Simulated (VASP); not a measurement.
# Mg (Im-3m) in VASP: a series of runs

Runs on Mg. Level: LDA. Tasks: single point.

Program: VASP 6.6.1. These are calculated values, not measurements. Logs are shortened: lines on timing, memory, paths and dates and some standing lists are left out, and cuts for length are marked.

### 1 The cell of the first run

Symmetry: Im-3m, No. 229, cubic system. Conventional cell: a = 2.821 Å, b = 2.821 Å, c = 2.821 Å, α = 90.00°, β = 90.00°, γ = 90.00°. Within 3.2 Å of Mg (site symmetry m-3m) lie 14 Mg at 2.44 to 2.82 Å.

This isn't the form of Mg at room conditions, which is hcp.

### 2 Single point, LDA (11.22 Å³/atom)

File INCAR:

```
PREC = Accurate
ENCUT = 600
EDIFF = 1E-6
ISMEAR = -1
SIGMA = 0.08
LREAL = F
LASPH = T
NELM = 120
ALGO = Normal
ISIF = 2
LWAVE = F
LCHARG = T
LELF = T
LVHAR = T
NBANDS = 7
GGA_COMPAT = F
```

File KPOINTS:

```
regular mesh
0
Gamma
  15 15 15
```

File POSCAR:

```
Mg
1.0
   -1.4103761656      1.4103761656      1.4103761656
    1.4103761656     -1.4103761656      1.4103761656
    1.4103761656      1.4103761656     -1.4103761656
Mg
1
Direct
    0.0000000000      0.0000000000      0.0000000000
```

Potentials or basis: VASP PAW LDA potentials, release 64 (Mg).

Started as:

```sh
$ cat potpaw_LDA.64/Mg/POTCAR > POTCAR
$ mpirun -np 1 vasp_std > vasp.out
```

OUTCAR:

```text
PREC = Accurate
   ENCUT = 600
   EDIFF = 1E-6
   ISMEAR = -1
   LREAL = F
   LASPH = T
   NELM = 120
   ISIF = 2

 ion  position               nearest neighbor table
   1  0.000  0.000  0.000-

  LATTYP: Found a body centered cubic cell.
 ALAT       =     2.8207523312

  Lattice vectors:

 A1 = (  -1.4103761656,   1.4103761656,   1.4103761656)
 A2 = (   1.4103761656,  -1.4103761656,   1.4103761656)
 A3 = (   1.4103761656,   1.4103761656,  -1.4103761656)

Analysis of symmetry for initial positions (statically):
=====================================================================
 Subroutine PRICEL returns:
 Original cell was already a primitive cell.

 Routine SETGRP: Setting up the symmetry group for a
 body centered cubic supercell.

 Subroutine GETGRP returns: Found 48 space group operations
 (whereof 48 operations were pure point group operations)
 out of a pool of 48 trial point group operations.

The static configuration has the point symmetry O_h .

Analysis of symmetry for dynamics (positions and initial velocities):
=====================================================================
 Subroutine PRICEL returns:
 Original cell was already a primitive cell.

 Routine SETGRP: Setting up the symmetry group for a
 body centered cubic supercell.

 Subroutine GETGRP returns: Found 48 space group operations
 (whereof 48 operations were pure point group operations)
 out of a pool of 48 trial point group operations.

The dynamic configuration has the point symmetry O_h .

 Subroutine INISYM returns: Found 48 space group operations
 (whereof 48 operations are pure point group operations),
 and found     1 'primitive' translations

----------------------------------------------------------------------------------------

                                     Primitive cell

  volume of cell :      11.2219

  direct lattice vectors                    reciprocal lattice vectors
    -1.410376166  1.410376166  1.410376166     0.000000000  0.354515350  0.354515350
     1.410376166 -1.410376166  1.410376166     0.354515350  0.000000000  0.354515350
     1.410376166  1.410376166 -1.410376166     0.354515350  0.354515350  0.000000000

  length of vectors
     2.442843177  2.442843177  2.442843177     0.501360416  0.501360416  0.501360416

  position of ions in fractional coordinates (direct lattice)
     0.000000000  0.000000000  0.000000000

[... 73 lines left out ...]
   ENCUT  =  600.0 eV  44.10 Ry    6.64 a.u.   4.88  4.88  4.88*2*pi/ulx,y,z
   NELM   =    120;   NELMIN=  2; NELMDL= -5     # of ELM steps
   EDIFF  = 0.1E-05   stopping-criterion for ELM
   LREAL  =      F    real-space projection
   EDIFFG = 0.1E-04   stopping-criterion for IOM
   NSW    =      0    number of steps for IOM
   IBRION =     -1    ionic relax: 0-MD 1-quasi-New 2-CG
   NFREE  =      0    steps in history (QN), initial steepest desc. (CG)
   ISIF   =      2    stress and relaxation
   ISYM   =      2    0-nonsym 1-usesym 2-fastsym
   POTIM  = 0.5000    time-step for ionic-motion
   TEBEG  =    0.0;   TEEND  =   0.0 temperature during run
   PSTRESS=    0.0 pullay stress
   NELECT =       2.0000    total number of electrons
   NUPDOWN=      -1.0000    fix difference up-down
   EMIN   =  10.00;   EMAX   =-10.00  energy-range for DOS
   EFERMI =   0.00;   METHOD = LEGACY
   ISMEAR =    -1;   SIGMA  =   0.08  broadening in eV -4-tet -1-fermi 0-gaus
   EFERMI_NEDOS =   21; number of points for ismear=-14 and -15
   IALGO  =     38    algorithm
   IMIX   =      4    mixing-type and parameters
     AMIX     =   0.40;   BMIX     =  1.00
     AMIX_MAG =   1.60;   BMIX_MAG =  1.00
  volume/ion in A,a.u.               =      11.22        75.73
  Fermi-wavevector in a.u.,A,eV,Ry     =   0.921290  1.740986 11.548298  0.848776
  Thomas-Fermi vector in A             =   2.046690
   LORBIT       =      0    0 simple, 1 ext, 2 COOP (PROOUT), +10 PAW based schemes
   GGA     = CA    functional components
   LHFCALC =     F    Hartree Fock is set to
   AEXX    =    0.0000 exact exchange contribution
   IVDW    =     0    specifies the selected vdW correction
   LEPSILON=     F    determine dielectric tensor
   LRPA    =     F    only Hartree local field effects (RPA)
 non-spin polarized calculation
  energy-cutoff  :      600.00
  volume of cell :       11.22
 maximum number of plane-waves:       386
   NGX =  9   NGY =  9   NGZ =  9

 number of electron       2.0000000 magnetization

 Free energy of the ion-electron system (eV)
  ---------------------------------------------------
  ext. energy  EPLUGINS =         0.00000000
  ---------------------------------------------------
  free energy    TOTEN  =        -0.06004553 eV

  energy without entropy =       -0.05418728  energy(sigma->0) =       -0.05711641

 E-fermi :   7.6232     XC(G=0): -11.3245

 val. band max:        7.6128172928   @ k =   0.3333   0.3333   0.0000
 cond. band min:       7.6308331640   @ k =  -0.4667  -0.4667   0.1333
 fundamental gap:      0.0180158711
 Fermi energy:         7.6231998347

 k-point     1 :       0.0000    0.0000    0.0000
  band No.  band energies     occupation
      1      -2.9571      2.00000
      2      26.0806      0.00000
      3      26.0806      0.00000
      4      26.0806      0.00000
      5      29.1784      0.00000
      6      29.1784      0.00000
      7      31.2837      0.00000
[... 221 lines left out ...]
 k-point    24 :       0.4000    0.2000    0.0000
  band No.  band energies     occupation
      1       6.0329      2.00000
      2       7.5364      1.49468
      3      13.8093      0.00000
      4      22.1705      0.00000
      5      26.8439      0.00000
      6      32.1032      0.00000
      7      33.1672      0.00000

 [... further k-points ...]

------------------------ aborting loop because EDIFF is reached ----------------------------------------

  FORCE on cell =-STRESS in cart. coord.  units (eV):
  Direction    XX          YY          ZZ          XY          YZ          ZX
  --------------------------------------------------------------------------------------
  -------------------------------------------------------------------------------------
  Total        6.5194206      6.5194206      6.5194206      0.0000000      0.0000000      0.0000000
  in kB      930.7964353    930.7964353    930.7964353      0.0000000      0.0000000      0.0000000
  external PRESSURE =     930.7964353 kB  Pullay stress =       0.0000000 kB

 VOLUME and BASIS-vectors are now :
 -----------------------------------------------------------------------------
  energy-cutoff  :      600.00
  volume of cell :       11.22
      direct lattice vectors                 reciprocal lattice vectors
    -1.410376166  1.410376166  1.410376166     0.000000000  0.354515350  0.354515350
     1.410376166 -1.410376166  1.410376166     0.354515350  0.000000000  0.354515350
     1.410376166  1.410376166 -1.410376166     0.354515350  0.354515350  0.000000000

 POSITION                                       TOTAL-FORCE (eV/Angst)
 -----------------------------------------------------------------------------------
      0.00000      0.00000      0.00000         0.000000      0.000000     -0.000000
 -----------------------------------------------------------------------------------
    total drift:                                0.000000     -0.000000     -0.000000

  FREE ENERGIE OF THE ION-ELECTRON SYSTEM (eV)
  ---------------------------------------------------
  free  energy   TOTEN  =        -0.0600455326 eV

  energy  without entropy=       -0.0541872790  energy(sigma->0) =       -0.05711641
```

OSZICAR:

```text
N       E                     dE             d eps       ncg     rms          rms(c)
DAV:   1     0.107744442974E+01    0.10774E+01   -0.10084E+03  1890   0.231E+02
DAV:   2    -0.133105645467E+00   -0.12106E+01   -0.11725E+01  2401   0.165E+01
DAV:   3    -0.135793026261E+00   -0.26874E-02   -0.26871E-02  2023   0.890E-01
DAV:   4    -0.135795218137E+00   -0.21919E-05   -0.21911E-05  2415   0.182E-02
DAV:   5    -0.135795221674E+00   -0.35376E-08   -0.38344E-08  2051   0.485E-04    0.830E-01
DAV:   6    -0.880414754097E-01    0.47754E-01   -0.93970E-04  1918   0.199E-01    0.529E-01
DAV:   7    -0.603900687558E-01    0.27651E-01   -0.22388E-03  1792   0.311E-01    0.220E-02
DAV:   8    -0.600773380456E-01    0.31273E-03   -0.52712E-05  2058   0.458E-02    0.736E-03
DAV:   9    -0.600467227986E-01    0.30615E-04   -0.11299E-05  1883   0.211E-02    0.102E-03
DAV:  10    -0.600455441358E-01    0.11787E-05   -0.18146E-07  1246   0.276E-03    0.141E-04
DAV:  11    -0.600455326150E-01    0.11521E-07   -0.78927E-09   910   0.574E-04
   1 F= -.60045533E-01 E0= -.57116406E-01  d E =-.585825E-02
```

Wall time 5.7 s (1 thread of Intel Xeon Platinum 8488C (Sapphire Rapids), shared host); peak memory 0.12 GiB.

Results:

```
Free energy            : -0.0600 eV
Pressure               : 93.1 GPa
Band gap on the k mesh : zero (bands 1 and 2 overlap by 3.93 eV)
```

Levels at points of the mesh, in eV from the Fermi level:
```
           k point  band 1  band 2  band 3  band 4
(0.00, 0.00, 0.00)  -10.58   18.46   18.46   18.46
```

Caveat: the cell stands under pressure.

### 3 Single point, LDA (14.67 Å³/atom)

This run uses another cell than the first one, of 14.67 Å³/atom.

File INCAR:

```
PREC = Accurate ; ENCUT = 600
EDIFF = 1E-6 ; ISMEAR = -1
SIGMA = 0.08 ; LREAL = False
LASPH = True ; NELM = 120
ALGO = Normal ; ISIF = 2
LWAVE = False ; LCHARG = True
GGA = CA ; LELF = True
LVHAR = True ; NBANDS = 7
GGA_COMPAT = False
```

KPOINTS is that of step 2.

File POSCAR:

```
Mg
1.0
   -1.5423045853      1.5423045853      1.5423045853
    1.5423045853     -1.5423045853      1.5423045853
    1.5423045853      1.5423045853     -1.5423045853
Mg
1
Direct
    0.0000000000      0.0000000000      0.0000000000
```

Potentials or basis: VASP PAW LDA potentials, release 64 (Mg).

Started as:

```sh
$ cat potpaw_LDA.64/Mg/POTCAR > POTCAR
$ mpirun -np 1 vasp_std > vasp.out
```

Wall time 6.7 s (1 thread of Intel Xeon Platinum 8488C (Sapphire Rapids), shared host); peak memory 0.13 GiB.

It converged, with:

- Free energy: -1.2950 eV
- Pressure: 32.1 GPa
- Band gap on the k mesh: zero (bands 1 and 2 overlap by 3.91 eV)

Levels at points of the mesh, in eV from the Fermi level:
| k point | band 1 | band 2 | band 3 | band 4 | band 5 | band 6 |
| --- | --- | --- | --- | --- | --- | --- |
| (0.00, 0.00, 0.00) | -9.09 | 16.20 | 16.20 | 16.20 | 18.86 | 18.86 |

Caveat: the cell stands under pressure.

The gap in the log of VASP goes by the Fermi energy; the results here count the filled bands.